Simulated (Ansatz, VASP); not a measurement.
Sn in VASP and in Ansatz

Contents of INCAR:

```
PREC = Accurate
ENCUT = 600
EDIFF = 1E-6
ISMEAR = -1
SIGMA = 0.05
LREAL = False
LASPH = True
NELM = 100
ALGO = Normal
ISIF = 3
LWAVE = False
LCHARG = False
GGA = RE
IBRION = 2
NSW = 60
EDIFFG = -0.01
```

Contents of KPOINTS:

```
regular mesh
0
Gamma
  9 9 9
```

Contents of POSCAR:

```
Sn
1.0
   -2.9401404553      2.9401404553      1.5993019889
    2.9401404553     -2.9401404553      1.5993019889
    2.9401404553      2.9401404553     -1.5993019889
Sn
2
Direct
    0.0000000000      0.0000000000      0.0000000000
    0.7500000000      0.2500000000      0.5000000000
```

input.yaml

```yaml
crystal:
  lattice:
    - [-2.9401404553, 2.9401404553, 1.5993019889]
    - [2.9401404553, -2.9401404553, 1.5993019889]
    - [2.9401404553, 2.9401404553, -1.5993019889]
  atoms:
    - { symbol: Sn, position: [0.0, 0.0, 0.0] }
    - { symbol: Sn, position: [0.75, 0.25, 0.5] }
hamiltonian:
  xc: revpbe
  pseudopotentials: { kind: paw }
kpoints:
  mp_grid: { grid: [9, 9, 9] }
scf:
  occupations: { method: fermi_dirac, width: 0.05 }
output:
  forces: true
  stress: true
  eigenvalues: true
relax:
  f_tol: 0.01
  max_steps: 40
  cell: { stress_tol: 0.05 }
```

Alike in both runs: task relaxation of cell and atoms; functional revPBE; k mesh 9 × 9 × 9; occupations fermi-dirac, width 0.05 eV; no spin polarisation.

```csv
,VASP,Ansatz
version,VASP 6.6.1,Ansatz 0.2.0
potentials or method,"VASP PAW PBE potentials, release 64 (Sn_d)",Ansatz PAW
plane-wave cutoff (eV),600,420
valence electrons in the cell,28,28
```

Ansatz gave:

* gap on the k mesh at the Fermi level, each at its own relaxed structure (eV): none
* relaxed volume (Å³/atom): 29.04
* relaxed cell length with the largest relative difference (Å): 4.532

Question: Which values does VASP return?

Answer: gap on the k mesh at the Fermi level, each at its own relaxed structure (eV): none; relaxed volume (Å³/atom): 29.04; relaxed cell length with the largest relative difference (Å): 4.531.

VASP's potentials were made for PBE, not for revPBE. A gap of «none» marks a metal or a gap that the smearing closes.

Noted on Ansatz's run: the plane-wave basis is chosen anew once the cell has moved, so the energies of steps on either side of that aren't comparable.
